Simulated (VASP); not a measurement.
# Ge (R-3) in VASP: notebook, part 2 of 2

VASP 6.6.1. The steps go on from the part before.

**3. Single point, LDA**

This run uses another cell than the first one, of 19.73 Å³/atom.

The input, INCAR:

```
SYSTEM = Ge
ALGO     = Fast           ! electronic algorithm
EDIFF    = 1E-6           ! SCF threshold, eV
ENCUT    = 520            ! plane-wave cutoff, eV
GGA      = CA             ! functional
ISIF     = 2              ! what is computed and relaxed
ISMEAR   = 0              ! smearing method
LASPH    = .TRUE.         ! aspherical terms in the spheres
LCHARG   = .FALSE.        ! write CHGCAR
LREAL    = .FALSE.        ! projectors in reciprocal space
LWAVE    = .FALSE.        ! write WAVECAR
NBANDS   = 66             ! bands
NELM     = 80             ! most SCF steps
PREC     = Accurate       ! precision mode
SIGMA    = 0.15           ! smearing width, eV
```

The input, KPOINTS:

```
k-points
0
G
  9 9 9
  0 0 0
```

The input, POSCAR:

```
Ge
1.0
    4.6849000000      2.7048282761      2.0754666667
   -4.6849000000      2.7048282761      2.0754666667
    0.0000000000     -5.4096565523      2.0754666667
Ge
8
Direct
    0.7160372198      0.7160372198      0.7160372198
    0.2839627802      0.2839627802      0.2839627802
    0.0289443365      0.7253625346      0.5322921793
    0.5322921793      0.0289443365      0.7253625346
    0.7253625346      0.5322921793      0.0289443365
    0.9710556635      0.2746374654      0.4677078207
    0.4677078207      0.9710556635      0.2746374654
    0.2746374654      0.4677078207      0.9710556635
```

Potentials or basis: VASP PAW LDA potentials, release 64 (Ge_d).

The run is started by

```bash
cat potpaw_LDA.64/Ge_d/POTCAR > POTCAR
mpirun -np 1 vasp_std > vasp.out
```

OUTCAR:

```text
SYSTEM = Ge
   EDIFF = 1E-6
   ENCUT = 520
   GGA = CA
   ISIF = 2
   ISMEAR = 0
   LASPH = .TRUE.
   LREAL = .FALSE.
   NELM = 80
   PREC = Accurate

 ion  position               nearest neighbor table
   1  0.716  0.716  0.716-   4 2.36   3 2.36   5 2.36   2 2.69
   2  0.284  0.284  0.284-   7 2.36   6 2.36   8 2.36   1 2.69
   3  0.029  0.725  0.532-   1 2.36   6 2.42   4 2.55   5 2.55
   4  0.532  0.029  0.725-   1 2.36   7 2.42   3 2.55   5 2.55
   5  0.725  0.532  0.029-   1 2.36   8 2.42   4 2.55   3 2.55
   6  0.971  0.275  0.468-   2 2.36   3 2.42   7 2.55   8 2.55
   7  0.468  0.971  0.275-   2 2.36   4 2.42   6 2.55   8 2.55
   8  0.275  0.468  0.971-   2 2.36   5 2.42   7 2.55   6 2.55

  LATTYP: Found a trigonal (rhomboedric) cell.
 ALAT       =     5.7941302969
 COS(alpha) =    -0.3075374348

  Lattice vectors:

 A1 = (   4.6849000000,   2.7048282761,   2.0754666667)
 A2 = (  -4.6849000000,   2.7048282761,   2.0754666667)
 A3 = (   0.0000000000,  -5.4096565523,   2.0754666667)

Analysis of symmetry for initial positions (statically):
=====================================================================
 Subroutine PRICEL returns:
 Original cell was already a primitive cell.

 Routine SETGRP: Setting up the symmetry group for a
 trigonal (rhombohedral) supercell.

 Subroutine GETGRP returns: Found  6 space group operations
 (whereof  6 operations were pure point group operations)
 out of a pool of 12 trial point group operations.

The static configuration has the point symmetry S_6 .

Analysis of symmetry for dynamics (positions and initial velocities):
=====================================================================
 Subroutine PRICEL returns:
 Original cell was already a primitive cell.

 Routine SETGRP: Setting up the symmetry group for a
 trigonal (rhombohedral) supercell.

 Subroutine GETGRP returns: Found  6 space group operations
 (whereof  6 operations were pure point group operations)
 out of a pool of 12 trial point group operations.

The dynamic configuration has the point symmetry S_6 .

 Subroutine INISYM returns: Found  6 space group operations
 (whereof  6 operations are pure point group operations),
 and found     1 'primitive' translations

----------------------------------------------------------------------------------------

                                     Primitive cell

  volume of cell :     157.8000

  direct lattice vectors                    reciprocal lattice vectors
     4.684900000  2.704828276  2.075466667     0.106725864  0.061618206  0.160606450
    -4.684900000  2.704828276  2.075466667    -0.106725864  0.061618206  0.160606450
     0.000000000 -5.409656552  2.075466667     0.000000000 -0.123236413  0.160606450

  length of vectors
     5.794130297  5.794130297  5.794130297     0.202439238  0.202439238  0.202439238

  position of ions in fractional coordinates (direct lattice)
     0.716037220  0.716037220  0.716037220
     0.283962780  0.283962780  0.283962780
     0.028944336  0.725362535  0.532292179
     0.532292179  0.028944336  0.725362535
     0.725362535  0.532292179  0.028944336
     0.971055664  0.274637465  0.467707821
     0.467707821  0.971055664  0.274637465
     0.274637465  0.467707821  0.971055664

[... 44 lines left out ...]
  0.111111  0.111111  0.000000      6.000000
[... 16 lines left out ...]
  0.444444  0.222222  0.000000      6.000000
 -0.444444 -0.000000 -0.222222      6.000000
 [... further k-points ...]
   k-points           NKPTS =    125   k-points in BZ     NKDIM =    125   number of bands    NBANDS=     66
   number of dos      NEDOS =    301   number of ions     NIONS =      8
   total plane-waves  NPLWV = 110592
   dimension x,y,z NGX =    48 NGY =   48 NGZ =   48
   dimension x,y,z NGXF=    96 NGYF=   96 NGZF=   96
   ions per type =               8
   NGX,Y,Z   is equivalent  to a cutoff of  13.77, 13.77, 13.77 a.u.
   NGXF,Y,Z  is equivalent  to a cutoff of  27.54, 27.54, 27.54 a.u.
 SYSTEM =  Ge
   PREC   = accura    normal or accurate (medium, high low for compatibility)
   ISTART =      0    job   : 0-new  1-cont  2-samecut
   ICHARG =      2    charge: 1-file 2-atom 10-const
   ISPIN  =      1    spin polarized calculation?
   LNONCOLLINEAR =      F non collinear calculations
   LSORBIT =      F    spin-orbit coupling
   LASPH  =      T    aspherical Exc in radial PAW
   ENCUT  =  520.0 eV  38.22 Ry    6.18 a.u.  10.77 10.77 10.77*2*pi/ulx,y,z
   NELM   =     80;   NELMIN=  2; NELMDL= -5     # of ELM steps
   EDIFF  = 0.1E-05   stopping-criterion for ELM
   LREAL  =      F    real-space projection
   EDIFFG = 0.1E-04   stopping-criterion for IOM
   NSW    =      0    number of steps for IOM
   IBRION =     -1    ionic relax: 0-MD 1-quasi-New 2-CG
   NFREE  =      0    steps in history (QN), initial steepest desc. (CG)
   ISIF   =      2    stress and relaxation
   ISYM   =      2    0-nonsym 1-usesym 2-fastsym
   POTIM  = 0.5000    time-step for ionic-motion
   TEBEG  =    0.0;   TEEND  =   0.0 temperature during run
   PSTRESS=    0.0 pullay stress
   NELECT =     112.0000    total number of electrons
   NUPDOWN=      -1.0000    fix difference up-down
   EMIN   =  10.00;   EMAX   =-10.00  energy-range for DOS
   EFERMI =   0.00;   METHOD = LEGACY
   ISMEAR =     0;   SIGMA  =   0.15  broadening in eV -4-tet -1-fermi 0-gaus
   EFERMI_NEDOS =   21; number of points for ismear=-14 and -15
   IALGO  =     68    algorithm
   IMIX   =      4    mixing-type and parameters
     AMIX     =   0.40;   BMIX     =  1.00
     AMIX_MAG =   1.60;   BMIX_MAG =  1.00
  volume/ion in A,a.u.               =      19.73       133.11
  Fermi-wavevector in a.u.,A,eV,Ry     =   1.460310  2.759586 29.014509  2.132506
  Thomas-Fermi vector in A             =   2.576775
   LORBIT       =      0    0 simple, 1 ext, 2 COOP (PROOUT), +10 PAW based schemes
   GGA     = CA    functional components
   LHFCALC =     F    Hartree Fock is set to
   AEXX    =    0.0000 exact exchange contribution
   IVDW    =     0    specifies the selected vdW correction
   LEPSILON=     F    determine dielectric tensor
   LRPA    =     F    only Hartree local field effects (RPA)
 non-spin polarized calculation
 RMM-DIIS sequential band-by-band and
 Gauss-broadening in eV      SIGMA  =   0.15
  energy-cutoff  :      520.00
  volume of cell :      157.80
 maximum number of plane-waves:      4277
 NGX is ok and might be reduce to    48
   NGX = 21   NGY = 21   NGZ = 21

 number of electron     112.0000013 magnetization

 Free energy of the ion-electron system (eV)
  ---------------------------------------------------
  ext. energy  EPLUGINS =         0.00000000
  ---------------------------------------------------
  free energy    TOTEN  =       -40.02936731 eV

  energy without entropy =      -40.01753877  energy(sigma->0) =      -40.02345304

 E-fermi :   5.9002     XC(G=0): -11.1311

 val. band max:        5.8799177028   @ k =  -0.3333  -0.0000  -0.1111
 cond. band min:       5.9026788079   @ k =   0.2222  -0.1111   0.4444
 fundamental gap:      0.0227611051
 Fermi energy:         5.9001919075

 k-point     1 :       0.0000    0.0000    0.0000
  band No.  band energies     occupation
      1     -19.0839      2.00000
      2     -19.0839      2.00000
      3     -19.0601      2.00000
      4     -19.0601      2.00000
      5     -19.0544      2.00000
      6     -19.0088      2.00000
[... 1645 lines left out ...]
     65      10.4904      0.00000
     66      11.3459      0.00000

 [... further k-points ...]

------------------------ aborting loop because EDIFF is reached ----------------------------------------

  FORCE on cell =-STRESS in cart. coord.  units (eV):
  Direction    XX          YY          ZZ          XY          YZ          ZX
  --------------------------------------------------------------------------------------
  -------------------------------------------------------------------------------------
  Total        7.4861555      7.4861555     -7.9071687     -0.0000000      0.0000000     -0.0000000
  in kB       76.0085403     76.0085403    -80.2831768     -0.0000005      0.0000000     -0.0000000
  external PRESSURE =      23.9113013 kB  Pullay stress =       0.0000000 kB

 VOLUME and BASIS-vectors are now :
 -----------------------------------------------------------------------------
  energy-cutoff  :      520.00
  volume of cell :      157.80
      direct lattice vectors                 reciprocal lattice vectors
     4.684900000  2.704828276  2.075466667     0.106725864  0.061618206  0.160606450
    -4.684900000  2.704828276  2.075466667    -0.106725864  0.061618206  0.160606450
     0.000000000 -5.409656552  2.075466667     0.000000000 -0.123236413  0.160606450

 POSITION                                       TOTAL-FORCE (eV/Angst)
 -----------------------------------------------------------------------------------
      0.00000     -0.00000      4.45833         0.000000      0.000000     -0.817938
      0.00000     -0.00000      1.76807         0.000000     -0.000000      0.817938
     -3.26265     -0.83925      2.67029         0.038127      0.759040      0.115031
      2.35813     -2.40591      2.67029        -0.676412     -0.346501      0.115031
      0.90452      3.24516      2.67029         0.638284     -0.412539      0.115031
      3.26265      0.83925      3.55611        -0.038127     -0.759040     -0.115031
     -2.35813      2.40591      3.55611         0.676412      0.346501     -0.115031
     -0.90452     -3.24516      3.55611        -0.638284      0.412539     -0.115031
 -----------------------------------------------------------------------------------
    total drift:                               -0.000000      0.000000      0.000000

  FREE ENERGIE OF THE ION-ELECTRON SYSTEM (eV)
  ---------------------------------------------------
  free  energy   TOTEN  =       -40.0293673132 eV

  energy  without entropy=      -40.0175387720  energy(sigma->0) =      -40.02345304
```

It took 35 min on 1 thread of Oxide Virtual Turin-like, shared host; peak memory 0.81 GiB.

Results:

- Free energy: -40.0294 eV
- Pressure: 2.4 GPa
- Largest force: 0.818 eV/Å
- Band gap on the k mesh: zero (bands 56 and 57 overlap by 0.82 eV)

Forces in eV/Å, atoms in the order of the input:
```
Ge   0.000  0.000 -0.818
Ge   0.000  0.000  0.818
Ge   0.038  0.759  0.115
Ge  -0.676 -0.347  0.115
Ge   0.638 -0.413  0.115
Ge  -0.038 -0.759 -0.115
Ge   0.676  0.347 -0.115
Ge  -0.638  0.413 -0.115
```

Stress tensor (GPa, compression positive):
```
 7.60  0.00  0.00
 0.00  7.60  0.00
 0.00  0.00 -8.03
```

Levels at points of the mesh, in eV from the Fermi level:
```
           k point  band 54  band 55  band 56  band 57  band 58  band 59
(0.00, 0.00, 0.00)    -1.30    -1.30    -0.60     1.57     1.87     1.87
```
